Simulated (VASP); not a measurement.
# CoSi2 (Fm-3m) in VASP: notebook, part 2 of 2

VASP 6.6.1.

## Step 3: Single point, r2SCAN, collinear spin, ferromagnetic start

This run uses another cell than the first one, of 12.51 Å³/atom.

Contents of POSCAR:

```
CoSi2
1.0
    0.0000000000      2.6576631442      2.6576631442
    2.6576631442      0.0000000000      2.6576631442
    2.6576631442      2.6576631442      0.0000000000
Co Si
1 2
Direct
    0.0000000000      0.0000000000      0.0000000000
    0.2500000000      0.2500000000      0.2500000000
    0.7500000000      0.7500000000      0.7500000000
```

Contents of INCAR.step1:

```
ALGO     = Normal         # electronic algorithm
EDIFF    = 1E-4           # SCF threshold, eV
ENCUT    = 520            # plane-wave cutoff, eV
GGA      = PE             # functional
ISMEAR   = -1             # smearing method
ISPIN    = 2              # spin polarisation
LASPH    = True           # aspherical terms in the spheres
LCHARG   = False          # write CHGCAR
LMAXMIX  = 4              # l up to which the mixer works
LREAL    = False          # projectors in reciprocal space
LWAVE    = True           # write WAVECAR
MAGMOM   = 2.5 0 0        # initial moments
NBANDS   = 20             # bands
NELM     = 150            # most SCF steps
PREC     = Accurate       # precision mode
SIGMA    = 0.1            # smearing width, eV
```

Contents of INCAR.step2:

```
ALGO     = Normal         # electronic algorithm
EDIFF    = 1E-6           # SCF threshold, eV
ENCUT    = 520            # plane-wave cutoff, eV
ISIF     = 2              # what is computed and relaxed
ISMEAR   = -1             # smearing method
ISPIN    = 2              # spin polarisation
ISTART   = 1            
LASPH    = True           # aspherical terms in the spheres
LCHARG   = True           # write CHGCAR
LELF     = True           # ELF
LMAXMIX  = 4              # l up to which the mixer works
LMIXTAU  = True         
LORBIT   = 11             # projections on sites
LREAL    = False          # projectors in reciprocal space
LVHAR    = True         
LWAVE    = False          # write WAVECAR
MAGMOM   = 2.5 0 0        # initial moments
METAGGA  = R2SCAN         # meta-GGA
NBANDS   = 20             # bands
NELM     = 150            # most SCF steps
PREC     = Accurate       # precision mode
SIGMA    = 0.1            # smearing width, eV
```

Contents of KPOINTS:

```
k-points
0
Gamma
  11 11 11
```

Potentials or basis: VASP PAW PBE potentials, release 64 (Co, Si).

On the command line:

```bash
> cat potpaw_PBE.64/Co/POTCAR potpaw_PBE.64/Si/POTCAR > POTCAR
> cp INCAR.step1 INCAR
> mpirun -np 1 vasp_std > vasp.out
> cp INCAR.step2 INCAR
> mpirun -np 1 vasp_std > vasp.out
```

OUTCAR:

```text
EDIFF = 1E-6
   ENCUT = 520
   ISIF = 2
   ISMEAR = -1
   ISPIN = 2
   ISTART = 1
   LASPH = True
   LORBIT = 11
   LREAL = False
   METAGGA = R2SCAN
   NELM = 150
   PREC = Accurate

 ion  position               nearest neighbor table
   1  0.000  0.000  0.000-   3 2.30   3 2.30   3 2.30   2 2.30   3 2.30   2 2.30   2 2.30   2 2.30

   2  0.250  0.250  0.250-   1 2.30   1 2.30   1 2.30   1 2.30   3 2.66   3 2.66   3 2.66   3 2.66
                             3 2.66   3 2.66
   3  0.750  0.750  0.750-   1 2.30   1 2.30   1 2.30   1 2.30   2 2.66   2 2.66   2 2.66   2 2.66
                             2 2.66   2 2.66
[... 1332 lines left out ...]
  energy-cutoff  :      520.00
  volume of cell :       37.54
      direct lattice vectors                 reciprocal lattice vectors
     0.000000000  2.657663144  2.657663144    -0.188135205  0.188135205  0.188135205
     2.657663144  0.000000000  2.657663144     0.188135205 -0.188135205  0.188135205
     2.657663144  2.657663144  0.000000000     0.188135205  0.188135205 -0.188135205

 POSITION                                       TOTAL-FORCE (eV/Angst)
 -----------------------------------------------------------------------------------
      0.00000      0.00000      0.00000        -0.000000     -0.000000     -0.000000
      1.32883      1.32883      1.32883        -0.000000      0.000000     -0.000000
      3.98649      3.98649      3.98649         0.000000     -0.000000      0.000000
 -----------------------------------------------------------------------------------
    total drift:                               -0.000000     -0.000000      0.000000

  FREE ENERGIE OF THE ION-ELECTRON SYSTEM (eV)
  ---------------------------------------------------
  free  energy   TOTEN  =       -32.0256666450 eV

  energy  without entropy=      -31.9942716270  energy(sigma->0) =      -32.00996914

 total charge

# of ion       s       p       d       tot
------------------------------------------
    1        0.574   0.788   7.620   8.982
    2        0.707   0.903   0.000   1.610
    3        0.707   0.903   0.000   1.610
--------------------------------------------------
tot          1.988   2.593   7.620  12.202

 magnetization (x)

# of ion       s       p       d       tot
------------------------------------------
    1       -0.000  -0.000   0.000   0.000
    2       -0.000  -0.000   0.000  -0.000
    3       -0.000  -0.000   0.000  -0.000
--------------------------------------------------
tot         -0.000  -0.000   0.000   0.000
```

OSZICAR.step1:

```text
N       E                     dE             d eps       ncg     rms          rms(c)
DAV:   1     0.693057481231E+02    0.69306E+02   -0.66928E+03  4496   0.821E+02
DAV:   2    -0.156816773321E+02   -0.84987E+02   -0.74230E+02  4788   0.187E+02
DAV:   3    -0.200920154285E+02   -0.44103E+01   -0.42646E+01  5380   0.450E+01
DAV:   4    -0.201650963740E+02   -0.73081E-01   -0.72942E-01  5304   0.527E+00
DAV:   5    -0.201672008845E+02   -0.21045E-02   -0.21042E-02  5564   0.946E-01    0.175E+01
DAV:   6    -0.250037168667E+02   -0.48365E+01   -0.17888E+01  5020   0.867E+01    0.192E+01
DAV:   7    -0.193256557285E+02    0.56781E+01   -0.92622E+00  5408   0.681E+01    0.352E+00
DAV:   8    -0.193296983149E+02   -0.40426E-02   -0.54606E-01  5412   0.441E+00    0.211E+00
DAV:   9    -0.192995622960E+02    0.30136E-01   -0.54839E-02  5572   0.352E+00    0.937E-01
DAV:  10    -0.192995957488E+02   -0.33453E-04   -0.32383E-03  5892   0.481E-01    0.329E-01
DAV:  11    -0.192995262169E+02    0.69532E-04   -0.86658E-04  5572   0.385E-01
   1 F= -.19299526E+02 E0= -.19282841E+02  d E =-.333698E-01  mag=     0.0001
```

Wall time 7.4 min (1 thread of Intel Xeon 8259CL, shared host); peak memory 0.23 GiB.

Results:

```
Free energy                                           : -32.0257 eV
Pressure                                              : -0.1 GPa
Net moment                                            : 0.00 μB per cell
Valence electrons inside the program's atomic spheres : Co 8.98; Si 1.61
```

Caveat: the moments typed at the start vanished in this run; the PAW data sets were made with another functional, which shifts forces and pressure a little.

## Step 4: Relaxation of cell and atoms, PBE+D3(BJ), collinear spin, ferromagnetic start

This run uses another cell than the first one, of 12.80 Å³/atom.

Contents of INCAR:

```
ALGO = Normal
EDIFF = 1E-7
EDIFFG = -0.01
ENCUT = 600
GGA = PE
IBRION = 2
ISIF = 3
ISMEAR = -1
ISPIN = 2
IVDW = 12
LASPH = T
LCHARG = F
LMAXMIX = 4
LORBIT = 11
LREAL = F
LWAVE = F
MAGMOM = 2.5 0 0
NELM = 150
NSW = 80
PREC = Accurate
SIGMA = 0.1
```

KPOINTS is that of step 3.

Contents of POSCAR:

```
CoSi2
1.0
    0.0000000000      2.6780000000      2.6780000000
    2.6780000000      0.0000000000      2.6780000000
    2.6780000000      2.6780000000      0.0000000000
Co Si
1 2
Direct
    0.0000000000      0.0000000000      0.0000000000
    0.2500000000      0.2500000000      0.2500000000
    0.7500000000      0.7500000000      0.7500000000
```

On the command line:

```bash
> cat potpaw_PBE.64/Co/POTCAR potpaw_PBE.64/Si/POTCAR > POTCAR
> mpirun -np 1 vasp_std > vasp.out
```

Run time: 5.8 min. Hardware: 1 thread of Intel Xeon 8259CL, shared host; peak memory 0.24 GiB.

Results (log left out):

```
Free energy                                           : -20.6590 eV
Relaxed volume                                        : 12.43 Å³/atom
Relaxed cell                                          : a = 3.750 Å, b = 3.750 Å, c = 3.750 Å, α = 60.00°, β = 60.00°, γ = 60.00°
Space group after relaxing (to 0.1 Å)                 : Fm-3m (No. 225)
Energy gained by relaxing                             : 6.6 meV/atom
Ionic steps                                           : 3
Pressure after relaxing                               : -0.1 GPa
Net moment                                            : 0.00 μB per cell
Valence electrons inside the program's atomic spheres : Co 8.94; Si 1.61
Dispersion energy per atom                            : -0.456 eV
```

The path:
| step | energy change (eV) | largest force (eV/Å) | pressure (GPa) | volume (Å³) |
| --- | --- | --- | --- | --- |
| 1 | 0.0000 | 0.0000 | -5.45 | 38.41 |
| 2 | 0.0064 | 0.0000 | 7.06 | 36.04 |
| 3 | -0.0199 | 0.0000 | -0.08 | 37.28 |

Final structure:
```xyz
3
Lattice="0.0000 2.6515 2.6515 2.6515 0.0000 2.6515 2.6515 2.6515 0.0000" Properties=species:S:1:pos:R:3 pbc="T T T"
Co    0.0000    0.0000    0.0000
Si    1.3257    1.3257    1.3257
Si    3.9772    3.9772    3.9772
```

Levels at points of the mesh, in eV from the Fermi level:
Spin up:
```tsv
k point	band 6	band 7	band 8	band 9	band 10	band 11	band 12	band 13
(0.00, 0.00, 0.00)	-2.01	1.05	3.45	3.45	3.45	3.52	3.52	3.52
```
Spin down:
```
           k point  band 5  band 6  band 7  band 8  band 9  band 10  band 11  band 12  band 13
(0.00, 0.00, 0.00)   -2.01   -2.01    1.05    3.45    3.45     3.45     3.52     3.52     3.52
```

Caveat: the moments typed at the start vanished in this run.
